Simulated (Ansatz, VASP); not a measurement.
ScAlN2: VASP beside Ansatz

```
Sc Al N
1.0
     3.82642    0.00000    0.00000
     0.00000    3.82642    0.00000
     0.00000    0.00000    2.73048
Sc Al N
1 1 2
Direct
  0.00000 0.00000 0.00000
  0.50000 0.50000 0.00000
  0.00000 0.50000 0.50000
  0.50000 0.00000 0.50000
```

Change from the starting cell: species swapped into the TbAgSn2 type (P4/mmm, No. 123).

Alike in both runs: functional PBE; k mesh 4 × 4 × 4; occupations gaussian, width 0.15 eV; no spin polarisation.

Ansatz relaxed the structure, and its values are those at the end. VASP's run is a single point on that final structure, the one shown.

```csv
,VASP,Ansatz
version,VASP 6.6.1,Ansatz 0.2.0
potentials or method,"VASP PAW PBE potentials, release 64 (Sc_sv, Al, N), cutoff 600 eV","scalar-relativistic, plane waves, PAW"
valence electrons in the cell,24,24
```

Ansatz gave:

```
gap on the k mesh at the Fermi level (eV) : none
pressure (GPa)                            : -0.2
```

Question: Which values does VASP return?

Answer: gap on the k mesh at the Fermi level (eV): none; pressure (GPa): 0.3.

A gap of «none» marks a metal or a gap that the smearing closes.

The k mesh is coarse, so the values compare programs but aren't converged.
